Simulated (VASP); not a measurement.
# Sn (R-3m) in VASP: relaxation of cell and atoms with PBEsol

Aim: the relaxation of cell and atoms of Sn with PBEsol.

All numbers are computed with VASP 6.6.1; they aren't measurements. Logs are shortened: lines on timing, memory, paths and dates and some standing lists are left out, and cuts for length are marked.

### 1 The cell of the first run

It takes space group R-3m (No. 166, trigonal). Conventional cell: a = 4.414 Å, b = 4.414 Å, c = 4.962 Å, α = 90.00°, β = 90.00°, γ = 120.00°. Sn (site symmetry -3m) has 6 Sn at 3.04 Å within 4.0 Å.

### 2 Relaxation of cell and atoms, PBEsol

Contents of INCAR:

```
SYSTEM = Sn
  PREC = Accurate
  ENCUT = 600
  EDIFF = 1E-6
  ISMEAR = 0
  SIGMA = 0.1
  LREAL = .False.
  LASPH = .True.
  NELM = 100
  ALGO = Fast
  ISIF = 3
  LWAVE = .False.
  LCHARG = .False.
  GGA = PS
  IBRION = 2
  NSW = 100
  EDIFFG = -0.01
```

Contents of KPOINTS:

```
regular mesh
0
Gamma
  18 18 18
  0 0 0
```

Contents of POSCAR:

```
Sn
1.0
    2.2069620070      1.2741901088      1.6539514861
   -2.2069620070      1.2741901088      1.6539514861
    0.0000000000     -2.5483802177      1.6539514861
Sn
1
Direct
    0.5000000000      0.5000000000      0.5000000000
```

Potentials or basis: VASP PAW PBE potentials, release 64 (Sn_d).

The run is started by

```sh
> cat potpaw_PBE.64/Sn_d/POTCAR > POTCAR
> mpirun -np 1 vasp_std > vasp.out
```

OUTCAR:

```text
SYSTEM = Sn
   PREC = Accurate
   ENCUT = 600
   EDIFF = 1E-6
   ISMEAR = 0
   LREAL = .False.
   LASPH = .True.
   NELM = 100
   ISIF = 3
   GGA = PS
   IBRION = 2
   NSW = 100
   EDIFFG = -0.01

 ion  position               nearest neighbor table
   1  0.500  0.500  0.500-

  LATTYP: Found a trigonal (rhomboedric) cell.
 ALAT       =     3.0380581384
 COS(alpha) =    -0.0554254156

  Lattice vectors:

 A1 = (   2.2069620070,   1.2741901088,   1.6539514861)
 A2 = (  -2.2069620070,   1.2741901088,   1.6539514861)
 A3 = (   0.0000000000,  -2.5483802177,   1.6539514861)

Analysis of symmetry for initial positions (statically):
=====================================================================
 Subroutine PRICEL returns:
 Original cell was already a primitive cell.

 Routine SETGRP: Setting up the symmetry group for a
 trigonal (rhombohedral) supercell.

 Subroutine GETGRP returns: Found 12 space group operations
 (whereof 12 operations were pure point group operations)
 out of a pool of 12 trial point group operations.

The static configuration has the point symmetry D_3d.

Analysis of symmetry for dynamics (positions and initial velocities):
=====================================================================
 Subroutine PRICEL returns:
 Original cell was already a primitive cell.

 Routine SETGRP: Setting up the symmetry group for a
 trigonal (rhombohedral) supercell.

 Subroutine GETGRP returns: Found 12 space group operations
 (whereof 12 operations were pure point group operations)
 out of a pool of 12 trial point group operations.

The dynamic configuration has the point symmetry D_3d.

 Subroutine INISYM returns: Found 12 space group operations
 (whereof 12 operations are pure point group operations),
 and found     1 'primitive' translations

----------------------------------------------------------------------------------------

                                     Primitive cell

  volume of cell :      27.9064

  direct lattice vectors                    reciprocal lattice vectors
     2.206962007  1.274190109  1.653951486     0.226555780  0.130802041  0.201537552
    -2.206962007  1.274190109  1.653951486    -0.226555780  0.130802041  0.201537552
     0.000000000 -2.548380218  1.653951486     0.000000000 -0.261604082  0.201537552

  length of vectors
     3.038058138  3.038058138  3.038058138     0.330233373  0.330233373  0.330233373

  position of ions in fractional coordinates (direct lattice)
     0.500000000  0.500000000  0.500000000

  ion indices of the primitive-cell ions
   primitive index   ion index
                 1           1

----------------------------------------------------------------------------------------

 KPOINTS: regular mesh

Automatic generation of k-mesh.
 Grid dimensions read from file:
 generate k-points for:   18   18   18

 Generating k-lattice:

  Cartesian coordinates                     Fractional coordinates (reciprocal lattice)
     0.012586432  0.007266780  0.011196531     0.055555556  0.000000000  0.000000000
    -0.012586432  0.007266780  0.011196531     0.000000000  0.055555556  0.000000000
     0.000000000 -0.014533560  0.011196531     0.000000000  0.000000000  0.055555556

  Length of vectors
     0.018346298  0.018346298  0.018346298

  Shift w.r.t. Gamma in fractional coordinates (k-lattice)
     0.000000000  0.000000000  0.000000000

 Subroutine IBZKPT returns following result:
 ===========================================

 Found    580 irreducible k-points:

 Following reciprocal coordinates:
            Coordinates               Weight
  0.000000  0.000000  0.000000      1.000000
  0.055556  0.000000 -0.000000      6.000000
  0.111111  0.000000 -0.000000      6.000000
  0.166667  0.000000  0.000000      6.000000
  0.222222  0.000000  0.000000      6.000000
  0.277778  0.000000 -0.000000      6.000000
[... 16 lines left out ...]
 -0.277778  0.055556  0.000000     12.000000
 -0.222222  0.055556  0.000000     12.000000
 [... further k-points ...]
   k-points           NKPTS =    580   k-points in BZ     NKDIM =    580   number of bands    NBANDS=     11
   number of dos      NEDOS =    301   number of ions     NIONS =      1
   total plane-waves  NPLWV =  13824
   dimension x,y,z NGX =    24 NGY =   24 NGZ =   24
   dimension x,y,z NGXF=    48 NGYF=   48 NGZF=   48
   ions per type =               1
   NGX,Y,Z   is equivalent  to a cutoff of  13.13, 13.13, 13.13 a.u.
   NGXF,Y,Z  is equivalent  to a cutoff of  26.27, 26.27, 26.27 a.u.
 SYSTEM =  Sn
   PREC   = accura    normal or accurate (medium, high low for compatibility)
   ISTART =      0    job   : 0-new  1-cont  2-samecut
   ICHARG =      2    charge: 1-file 2-atom 10-const
   ISPIN  =      1    spin polarized calculation?
   LNONCOLLINEAR =      F non collinear calculations
   LSORBIT =      F    spin-orbit coupling
   LASPH  =      T    aspherical Exc in radial PAW
   ENCUT  =  600.0 eV  44.10 Ry    6.64 a.u.   6.07  6.07  6.07*2*pi/ulx,y,z
   NELM   =    100;   NELMIN=  2; NELMDL= -5     # of ELM steps
   EDIFF  = 0.1E-05   stopping-criterion for ELM
   LREAL  =      F    real-space projection
   EDIFFG = -.1E-01   stopping-criterion for IOM
   NSW    =    100    number of steps for IOM
   IBRION =      2    ionic relax: 0-MD 1-quasi-New 2-CG
   NFREE  =      1    steps in history (QN), initial steepest desc. (CG)
   ISIF   =      3    stress and relaxation
   ISYM   =      2    0-nonsym 1-usesym 2-fastsym
   POTIM  = 0.5000    time-step for ionic-motion
   TEBEG  =    0.0;   TEEND  =   0.0 temperature during run
   PSTRESS=    0.0 pullay stress
   NELECT =      14.0000    total number of electrons
   NUPDOWN=      -1.0000    fix difference up-down
   EMIN   =  10.00;   EMAX   =-10.00  energy-range for DOS
   EFERMI =   0.00;   METHOD = LEGACY
   ISMEAR =     0;   SIGMA  =   0.10  broadening in eV -4-tet -1-fermi 0-gaus
   EFERMI_NEDOS =   21; number of points for ismear=-14 and -15
   IALGO  =     68    algorithm
   IMIX   =      4    mixing-type and parameters
     AMIX     =   0.40;   BMIX     =  1.00
     AMIX_MAG =   1.60;   BMIX_MAG =  1.00
  volume/ion in A,a.u.               =      27.91       188.32
  Fermi-wavevector in a.u.,A,eV,Ry     =   1.300818  2.458189 23.022785  1.692127
  Thomas-Fermi vector in A             =   2.431992
   LORBIT       =      0    0 simple, 1 ext, 2 COOP (PROOUT), +10 PAW based schemes
   GGA     = PS    functional components
   LHFCALC =     F    Hartree Fock is set to
   AEXX    =    0.0000 exact exchange contribution
   IVDW    =     0    specifies the selected vdW correction
   LEPSILON=     F    determine dielectric tensor
   LRPA    =     F    only Hartree local field effects (RPA)
 conjugate gradient relaxation of ions
 non-spin polarized calculation
 RMM-DIIS sequential band-by-band and
 Gauss-broadening in eV      SIGMA  =   0.10
  energy-cutoff  :      600.00
  volume of cell :       27.91
 maximum number of plane-waves:       946
   NGX = 13   NGY = 13   NGZ = 13

--------------------------------------- Ionic step        1  -------------------------------------------

 number of electron      14.0000011 magnetization

 Free energy of the ion-electron system (eV)
  ---------------------------------------------------
  ext. energy  EPLUGINS =         0.00000000
  ---------------------------------------------------
  free energy    TOTEN  =        -4.21759576 eV

  energy without entropy =       -4.21481203  energy(sigma->0) =       -4.21620390

------------------------ aborting loop because EDIFF is reached ----------------------------------------

  FORCE on cell =-STRESS in cart. coord.  units (eV):
  Direction    XX          YY          ZZ          XY          YZ          ZX
  --------------------------------------------------------------------------------------
  -------------------------------------------------------------------------------------
  Total       -0.0915610     -0.0915610      0.0898237      0.0000000     -0.0000000      0.0000000
  in kB       -5.2567559     -5.2567559      5.1570182      0.0000000     -0.0000000      0.0000000
  external PRESSURE =      -1.7854979 kB  Pullay stress =       0.0000000 kB
[... 86 lines left out ...]
  FREE ENERGIE OF THE ION-ELECTRON SYSTEM (eV)
  ---------------------------------------------------
  free  energy   TOTEN  =        -4.2194865932 eV

  energy  without entropy=       -4.2166751649  energy(sigma->0) =       -4.21808088

[... ionic steps 4 to 7 ...]

--------------------------------------- Ionic step        8  -------------------------------------------

 number of electron      14.0000014 magnetization

------------------------ aborting loop because EDIFF is reached ----------------------------------------

  FORCE on cell =-STRESS in cart. coord.  units (eV):
  Direction    XX          YY          ZZ          XY          YZ          ZX
  --------------------------------------------------------------------------------------
  -------------------------------------------------------------------------------------
  Total       -0.0219593     -0.0219593     -0.0164116      0.0000000      0.0000000      0.0000000
  in kB       -1.2606896     -1.2606896     -0.9421965      0.0000000      0.0000000      0.0000000
  external PRESSURE =      -1.1545252 kB  Pullay stress =       0.0000000 kB
[... 55 lines left out ...]
  energy  without entropy=       -4.2203471721  energy(sigma->0) =       -4.22140508

--------------------------------------- Ionic step       10  -------------------------------------------

 number of electron      14.0000014 magnetization

 Free energy of the ion-electron system (eV)
  ---------------------------------------------------
  ext. energy  EPLUGINS =         0.00000000
  ---------------------------------------------------
  free energy    TOTEN  =        -4.22248580 eV

  energy without entropy =       -4.22040358  energy(sigma->0) =       -4.22144469

 E-fermi :   7.3841     XC(G=0): -10.2858

 val. band max:        7.3448787590   @ k =  -0.2778   0.2778   0.1111
 cond. band min:       7.4321711862   @ k =   0.3333   0.3333   0.2778
 fundamental gap:      0.0872924272
 Fermi energy:         7.3840694998

 k-point     1 :       0.0000    0.0000    0.0000
  band No.  band energies     occupation
      1     -14.1337      2.00000
      2     -14.1337      2.00000
      3     -13.7035      2.00000
      4     -13.7027      2.00000
      5     -13.7027      2.00000
      6      -3.5896      2.00000
      7      12.8546      0.00000
      8      12.8714      0.00000
      9      12.8714      0.00000
     10      16.2253      0.00000
     11      16.2254      0.00000
[... 309 lines left out ...]
 k-point    24 :      -0.2222    0.0556    0.0000
  band No.  band energies     occupation
      1     -14.1171      2.00000
      2     -13.9904      2.00000
      3     -13.7538      2.00000
      4     -13.7494      2.00000
      5     -13.7025      2.00000
      6      -2.7280      2.00000
      7       7.7506      0.00000
      8      12.9662      0.00000
      9      13.7628      0.00000
     10      17.1164      0.00000
     11      18.1338      0.00000

 [... further k-points ...]
[... 5 lines left out ...]
  --------------------------------------------------------------------------------------
  -------------------------------------------------------------------------------------
  Total       -0.0064173     -0.0064173     -0.0013369      0.0000000      0.0000000      0.0000000
  in kB       -0.3688993     -0.3688993     -0.0768548      0.0000000      0.0000000      0.0000000
  external PRESSURE =      -0.2715512 kB  Pullay stress =       0.0000000 kB
[... 16 lines left out ...]
  FREE ENERGIE OF THE ION-ELECTRON SYSTEM (eV)
  ---------------------------------------------------
  free  energy   TOTEN  =        -4.2224857971 eV

  energy  without entropy=       -4.2204035763  energy(sigma->0) =       -4.22144469

 reached required accuracy - stopping structural energy minimisation
```

Wall time 13 min (1 thread of Intel Xeon 8259CL, shared host); peak memory 0.34 GiB.

What came out:

```
Free energy                           : -4.2225 eV
Relaxed volume                        : 27.87 Å³/atom
Relaxed cell                          : a = 3.032 Å, b = 3.032 Å, c = 3.032 Å, α = 90.17°, β = 90.17°, γ = 90.17°
Space group after relaxing (to 0.1 Å) : Pm-3m (No. 221)
Energy gained by relaxing             : 4.9 meV/atom
Ionic steps                           : 10
Pressure after relaxing               : 0.0 GPa
Band gap on the k mesh                : zero (bands 7 and 8 overlap by 7.68 eV)
```

Step by step:
```tsv
step	energy change (eV)	largest force (eV/Å)	pressure (GPa)	volume (Å³)
1	0.0000	0.0000	-0.18	27.91
2	-0.0010	0.0000	0.09	27.78
3	-0.0019	0.0000	0.43	27.62
4	-0.0019	0.0000	1.20	27.29
5	-0.0022	0.0000	0.74	27.46
6	-0.0027	0.0000	0.81	27.50
7	-0.0040	0.0000	0.46	27.64
8	-0.0049	0.0000	-0.12	27.91
9	-0.0049	0.0000	-0.11	27.90
10	-0.0049	0.0000	-0.03	27.87
```

Final structure:
```yaml
crystal:
  lattice:
    - [2.14704, 1.23959, 1.74534]
    - [-2.14704, 1.23959, 1.74534]
    - [0.00000, -2.47919, 1.74534]
  atoms:
    - { symbol: Sn, position: [0.50000, 0.50000, 0.50000] }
```

Levels at points of the mesh, in eV from the Fermi level:
```tsv
k point	band 3	band 4	band 5	band 6	band 7	band 8	band 9	band 10	band 11
(0.00, 0.00, 0.00)	-21.09	-21.09	-21.09	-10.97	5.47	5.49	5.49	8.84	8.84
(0.50, 0.00, 0.00)	-21.20	-21.18	-21.08	-7.80	-4.76	8.16	8.17	11.75	11.82
(0.50, 0.50, 0.00)	-21.19	-21.19	-20.95	-4.42	-2.25	-2.21	2.80	11.11	14.33
(0.50, 0.50, 0.50)	-21.33	-20.94	-20.94	-0.50	0.17	0.17	0.23	5.90	5.90
```

Caveat: the PAW data sets were made with another functional, which shifts forces and pressure a little; spin-orbit coupling is left out, which moves the levels of the heavy elements.
